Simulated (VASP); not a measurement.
Here is a VASP 6.6.1 calculation.

INCAR

```
PREC     = Accurate       # precision mode
ENCUT    = 520            # plane-wave cutoff, eV
EDIFF    = 1E-6           # SCF threshold, eV
ISMEAR   = -1             # smearing method
SIGMA    = 0.05           # smearing width, eV
LREAL    = F              # projectors in reciprocal space
LASPH    = T              # aspherical terms in the spheres
NELM     = 80             # most SCF steps
ALGO     = Normal         # electronic algorithm
ISIF     = 2              # what is computed and relaxed
LWAVE    = F              # write WAVECAR
LCHARG   = T              # write CHGCAR
GGA      = PE             # functional
LELF     = T              # ELF
LVHAR    = T            
NBANDS   = 16             # bands
```

Contents of KPOINTS:

```
Automatic mesh
0
Gamma
  11 11 11
```

The input POSCAR:

```
CuO
1.0
    0.0000000000      2.1305773621      2.1305773621
    2.1305773621      0.0000000000      2.1305773621
    2.1305773621      2.1305773621      0.0000000000
Cu O
1 1
Direct
    0.0294977200      0.0281008700      0.9080259900
    0.4705022800      0.4718991300      0.5919740100
```

Potentials or basis: VASP PAW PBE potentials, release 64 (Cu, O).

Run with:

```console
$ cat potpaw_PBE.64/Cu/POTCAR potpaw_PBE.64/O/POTCAR > POTCAR
$ mpirun -np 1 vasp_std > vasp.out
```

**Question.** What does it give for the band gap on the k mesh?

**Answer.** Zero (an odd number of electrons rules out a gap without spin polarisation).

**Question.** Estimate the largest force.

**Answer.** 0.878 eV/Å.

**Question.** What does it give for the pressure?

**Answer.** 14.7 GPa.

Stress tensor (GPa, compression positive):
```
16.07 -3.90  3.21
-3.90 15.26  3.03
 3.21  3.03 12.65
```

Caveat: the cell stands under pressure; an odd number of electrons without spin polarisation forces a metal; a magnetic or distorted state may lie lower; semilocal functionals often make such compounds metallic where correlation or magnetic order opens a gap, which also shifts bond lengths. With open d or f shells a metallic result of PBE can be an artefact of self-interaction; +U or a hybrid may open a gap.
